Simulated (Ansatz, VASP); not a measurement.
**Two plane-wave programs on CdSe**

```xyz
2
Lattice="0.0000 2.7952 2.7952 2.7952 0.0000 2.7952 2.7952 2.7952 0.0000" Properties=species:S:1:pos:R:3 pbc="T T T"
Cd    0.0000    0.0000    0.0000
Se    2.7952    2.7952    2.7952
```

Alike in both runs: task single point; functional r2SCAN; k mesh 5 × 5 × 5; no spin polarisation.

```csv
,VASP,Ansatz
version,VASP 6.6.1,Ansatz 0.2.0
potentials or method,"VASP PAW PBE potentials, release 64 (Cd, Se), cutoff 550 eV","plane waves, PAW"
occupations,"gaussian, width 0.01 eV",fixed
valence electrons in the cell,18,36
```

VASP gave:

| Item | Value |
| --- | --- |
| pressure (GPa) | 4.6 |

Problem. What did Ansatz give for the same quantities?

Solution. Pressure (GPa): 4.2.

VASP's potentials were made for PBE, not for r2SCAN. VASP's potentials hold 18 valence electrons a cell and Ansatz's 36, so a difference there can come from the potentials and not from the codes.
